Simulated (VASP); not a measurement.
# Pt (R-3m) in VASP: notebook, part 2 of 2

VASP 6.6.1. Earlier steps stand in the parts before.

### Step 3. Single point, PBE

This run uses another cell than the first one, of the same volume but with other edges.

The input, INCAR:

```
PREC = Accurate
ENCUT = 520
EDIFF = 1E-6
ISMEAR = 0
SIGMA = 0.15
LREAL = F
LASPH = T
NELM = 60
ALGO = Normal
ISIF = 2
LWAVE = F
LCHARG = F
GGA = PE
NBANDS = 11
```

The input, KPOINTS:

```
Automatic mesh
0
Gamma
  20 20 20
```

The input, POSCAR:

```
Pt
1.0
    0.0992482356      2.0544384764      2.0544384764
    2.0544384764      0.0992482356      2.0544384764
    2.0544384764      2.0544384764      0.0992482356
Pt
1
Direct
    0.0000000000      0.0000000000      0.0000000000
```

Potentials or basis: VASP PAW PBE potentials, release 64 (Pt).

Run with:

```bash
cat potpaw_PBE.64/Pt/POTCAR > POTCAR
mpirun -np 1 vasp_std > vasp.out
```

OUTCAR:

```text
PREC = Accurate
   ENCUT = 520
   EDIFF = 1E-6
   ISMEAR = 0
   LREAL = F
   LASPH = T
   NELM = 60
   ISIF = 2
   GGA = PE

 ion  position               nearest neighbor table
   1  0.000  0.000  0.000-

  LATTYP: Found a trigonal (rhomboedric) cell.
 ALAT       =     2.9071094095
 COS(alpha) =     0.5476701089

  Lattice vectors:

 A1 = (   0.0992482356,   2.0544384764,   2.0544384764)
 A2 = (   2.0544384764,   0.0992482356,   2.0544384764)
 A3 = (   2.0544384764,   2.0544384764,   0.0992482356)

Analysis of symmetry for initial positions (statically):
=====================================================================
 Subroutine PRICEL returns:
 Original cell was already a primitive cell.

 Routine SETGRP: Setting up the symmetry group for a
 trigonal (rhombohedral) supercell.

 Subroutine GETGRP returns: Found 12 space group operations
 (whereof 12 operations were pure point group operations)
 out of a pool of 12 trial point group operations.

The static configuration has the point symmetry D_3d.

Analysis of symmetry for dynamics (positions and initial velocities):
=====================================================================
 Subroutine PRICEL returns:
 Original cell was already a primitive cell.

 Routine SETGRP: Setting up the symmetry group for a
 trigonal (rhombohedral) supercell.

 Subroutine GETGRP returns: Found 12 space group operations
 (whereof 12 operations were pure point group operations)
 out of a pool of 12 trial point group operations.

The dynamic configuration has the point symmetry D_3d.

 Subroutine INISYM returns: Found 12 space group operations
 (whereof 12 operations are pure point group operations),
 and found     1 'primitive' translations

----------------------------------------------------------------------------------------

                                     Primitive cell

  volume of cell :      16.0867

  direct lattice vectors                    reciprocal lattice vectors
     0.099248236  2.054438476  2.054438476    -0.261760949  0.249698232  0.249698232
     2.054438476  0.099248236  2.054438476     0.249698232 -0.261760949  0.249698232
     2.054438476  2.054438476  0.099248236     0.249698232  0.249698232 -0.261760949

  length of vectors
     2.907109410  2.907109410  2.907109410     0.439564795  0.439564795  0.439564795

  position of ions in fractional coordinates (direct lattice)
     0.000000000  0.000000000  0.000000000

  ion indices of the primitive-cell ions
   primitive index   ion index
                 1           1

----------------------------------------------------------------------------------------

 KPOINTS: Automatic mesh

Automatic generation of k-mesh.
 Grid dimensions read from file:
 generate k-points for:   20   20   20

 Generating k-lattice:

  Cartesian coordinates                     Fractional coordinates (reciprocal lattice)
    -0.013088047  0.012484912  0.012484912     0.050000000 -0.000000000 -0.000000000
     0.012484912 -0.013088047  0.012484912    -0.000000000  0.050000000 -0.000000000
     0.012484912  0.012484912 -0.013088047    -0.000000000 -0.000000000  0.050000000

  Length of vectors
     0.021978240  0.021978240  0.021978240

  Shift w.r.t. Gamma in fractional coordinates (k-lattice)
     0.000000000  0.000000000  0.000000000

 Subroutine IBZKPT returns following result:
 ===========================================

 Found    781 irreducible k-points:

 Following reciprocal coordinates:
            Coordinates               Weight
  0.000000  0.000000  0.000000      1.000000
  0.050000 -0.000000  0.000000      6.000000
  0.100000 -0.000000 -0.000000      6.000000
  0.150000  0.000000 -0.000000      6.000000
  0.200000 -0.000000 -0.000000      6.000000
  0.250000 -0.000000 -0.000000      6.000000
[... 16 lines left out ...]
 -0.400000  0.050000 -0.000000     12.000000
 -0.350000  0.050000 -0.000000     12.000000
 [... further k-points ...]
   k-points           NKPTS =    781   k-points in BZ     NKDIM =    781   number of bands    NBANDS=     11
   number of dos      NEDOS =    301   number of ions     NIONS =      1
   total plane-waves  NPLWV =  13824
   dimension x,y,z NGX =    24 NGY =   24 NGZ =   24
   dimension x,y,z NGXF=    48 NGYF=   48 NGZF=   48
   ions per type =               1
   NGX,Y,Z   is equivalent  to a cutoff of  13.72, 13.72, 13.72 a.u.
   NGXF,Y,Z  is equivalent  to a cutoff of  27.45, 27.45, 27.45 a.u.
 SYSTEM =  unknown system
   PREC   = accura    normal or accurate (medium, high low for compatibility)
   ISTART =      0    job   : 0-new  1-cont  2-samecut
   ICHARG =      2    charge: 1-file 2-atom 10-const
   ISPIN  =      1    spin polarized calculation?
   LNONCOLLINEAR =      F non collinear calculations
   LSORBIT =      F    spin-orbit coupling
   LASPH  =      T    aspherical Exc in radial PAW
   ENCUT  =  520.0 eV  38.22 Ry    6.18 a.u.   5.41  5.41  5.41*2*pi/ulx,y,z
   NELM   =     60;   NELMIN=  2; NELMDL= -5     # of ELM steps
   EDIFF  = 0.1E-05   stopping-criterion for ELM
   LREAL  =      F    real-space projection
   EDIFFG = 0.1E-04   stopping-criterion for IOM
   NSW    =      0    number of steps for IOM
   IBRION =     -1    ionic relax: 0-MD 1-quasi-New 2-CG
   NFREE  =      0    steps in history (QN), initial steepest desc. (CG)
   ISIF   =      2    stress and relaxation
   ISYM   =      2    0-nonsym 1-usesym 2-fastsym
   POTIM  = 0.5000    time-step for ionic-motion
   TEBEG  =    0.0;   TEEND  =   0.0 temperature during run
   PSTRESS=    0.0 pullay stress
   NELECT =      10.0000    total number of electrons
   NUPDOWN=      -1.0000    fix difference up-down
   EMIN   =  10.00;   EMAX   =-10.00  energy-range for DOS
   EFERMI =   0.00;   METHOD = LEGACY
   ISMEAR =     0;   SIGMA  =   0.15  broadening in eV -4-tet -1-fermi 0-gaus
   EFERMI_NEDOS =   21; number of points for ismear=-14 and -15
   IALGO  =     38    algorithm
   IMIX   =      4    mixing-type and parameters
     AMIX     =   0.40;   BMIX     =  1.00
     AMIX_MAG =   1.60;   BMIX_MAG =  1.00
  volume/ion in A,a.u.               =      16.09       108.56
  Fermi-wavevector in a.u.,A,eV,Ry     =   1.397181  2.640289 26.560125  1.952114
  Thomas-Fermi vector in A             =   2.520462
   LORBIT       =      0    0 simple, 1 ext, 2 COOP (PROOUT), +10 PAW based schemes
   GGA     = PE    functional components
   LHFCALC =     F    Hartree Fock is set to
   AEXX    =    0.0000 exact exchange contribution
   IVDW    =     0    specifies the selected vdW correction
   LEPSILON=     F    determine dielectric tensor
   LRPA    =     F    only Hartree local field effects (RPA)
 non-spin polarized calculation
 Gauss-broadening in eV      SIGMA  =   0.15
  energy-cutoff  :      520.00
  volume of cell :       16.09
 maximum number of plane-waves:       448
 NGX is ok and might be reduce to    24

 number of electron      10.0000000 magnetization

 Free energy of the ion-electron system (eV)
  ---------------------------------------------------
  ext. energy  EPLUGINS =         0.00000000
  ---------------------------------------------------
  free energy    TOTEN  =        -6.07906386 eV

  energy without entropy =       -6.05917022  energy(sigma->0) =       -6.06911704

 E-fermi :  10.0483     XC(G=0): -13.0986

 val. band max:       10.0480169447   @ k =  -0.2500   0.4500   0.1500
 cond. band min:      10.0485257457   @ k =   0.5000   0.2000   0.0500
 fundamental gap:      0.0005088009
 Fermi energy:        10.0483319876

 k-point     1 :       0.0000    0.0000    0.0000
  band No.  band energies     occupation
      1       0.5505      2.00000
      2       6.1458      2.00000
      3       6.8124      2.00000
      4       6.8124      2.00000
      5       8.6920      2.00000
      6       8.6920      2.00000
      7      24.6827      0.00000
      8      28.1069      0.00000
      9      30.3091      0.00000
     10      30.3091      0.00000
     11      34.5528      0.00000
[... 309 lines left out ...]
 k-point    24 :      -0.3500    0.0500   -0.0000
  band No.  band energies     occupation
      1       3.4671      2.00000
      2       6.3335      2.00000
      3       7.2266      2.00000
      4       7.6053      2.00000
      5       9.1917      2.00000
      6      10.1241      0.47493
      7      19.1284      0.00000
      8      25.1232      0.00000
      9      28.8342      0.00000
     10      30.2424      0.00000
     11      34.2935      0.00000

 [... further k-points ...]

------------------------ aborting loop because EDIFF is reached ----------------------------------------

  FORCE on cell =-STRESS in cart. coord.  units (eV):
  Direction    XX          YY          ZZ          XY          YZ          ZX
  --------------------------------------------------------------------------------------
  -------------------------------------------------------------------------------------
  Total       -0.5480878     -0.5480878     -0.5480878     -0.2954937     -0.2954937     -0.2954937
  in kB      -54.5875989    -54.5875989    -54.5875989    -29.4301208    -29.4301208    -29.4301208
  external PRESSURE =     -54.5875989 kB  Pullay stress =       0.0000000 kB

 VOLUME and BASIS-vectors are now :
 -----------------------------------------------------------------------------
  energy-cutoff  :      520.00
  volume of cell :       16.09
      direct lattice vectors                 reciprocal lattice vectors
     0.099248236  2.054438476  2.054438476    -0.261760949  0.249698232  0.249698232
     2.054438476  0.099248236  2.054438476     0.249698232 -0.261760949  0.249698232
     2.054438476  2.054438476  0.099248236     0.249698232  0.249698232 -0.261760949

 POSITION                                       TOTAL-FORCE (eV/Angst)
 -----------------------------------------------------------------------------------
      0.00000      0.00000      0.00000         0.000000     -0.000000      0.000000
 -----------------------------------------------------------------------------------
    total drift:                               -0.000000      0.000000      0.000000

  FREE ENERGIE OF THE ION-ELECTRON SYSTEM (eV)
  ---------------------------------------------------
  free  energy   TOTEN  =        -6.0790638642 eV

  energy  without entropy=       -6.0591702215  energy(sigma->0) =       -6.06911704
```

OSZICAR:

```text
N       E                     dE             d eps       ncg     rms          rms(c)
DAV:   1     0.393814022937E+02    0.39381E+02   -0.53188E+03 17462   0.839E+02
DAV:   2    -0.584389103021E+01   -0.45225E+02   -0.43300E+02 19564   0.174E+02
DAV:   3    -0.646089443261E+01   -0.61700E+00   -0.61133E+00 20084   0.194E+01
DAV:   4    -0.646341452824E+01   -0.25201E-02   -0.25199E-02 19753   0.146E+00
DAV:   5    -0.646343626310E+01   -0.21735E-04   -0.21734E-04 20125   0.127E-01    0.107E+01
DAV:   6    -0.611322399944E+01    0.35021E+00   -0.88360E-01 18433   0.729E+00    0.568E+00
DAV:   7    -0.608201911714E+01    0.31205E-01   -0.12028E-01 19933   0.262E+00    0.243E+00
DAV:   8    -0.607924611710E+01    0.27730E-02   -0.46875E-03 18754   0.574E-01    0.517E-01
DAV:   9    -0.607905801788E+01    0.18810E-03   -0.18959E-04 19246   0.117E-01    0.175E-02
DAV:  10    -0.607906423996E+01   -0.62221E-05   -0.41513E-06 20284   0.147E-02    0.184E-02
DAV:  11    -0.607906386419E+01    0.37577E-06   -0.87769E-08 10610   0.289E-03
   1 F= -.60790639E+01 E0= -.60691170E+01  d E =-.198936E-01
```

It took 51 s on 1 thread of Intel Xeon 6975P-C (Granite Rapids), shared host; peak memory 0.26 GiB.

What came out:

```yaml
Free_energy: -6.0791 eV
Pressure: -5.5 GPa
Band_gap_on_the_k_mesh: zero (bands 5 and 6 overlap by 2.08 eV)
```

Caveat: the cell stands under tension; spin-orbit coupling is left out, which moves the levels of the heavy elements.
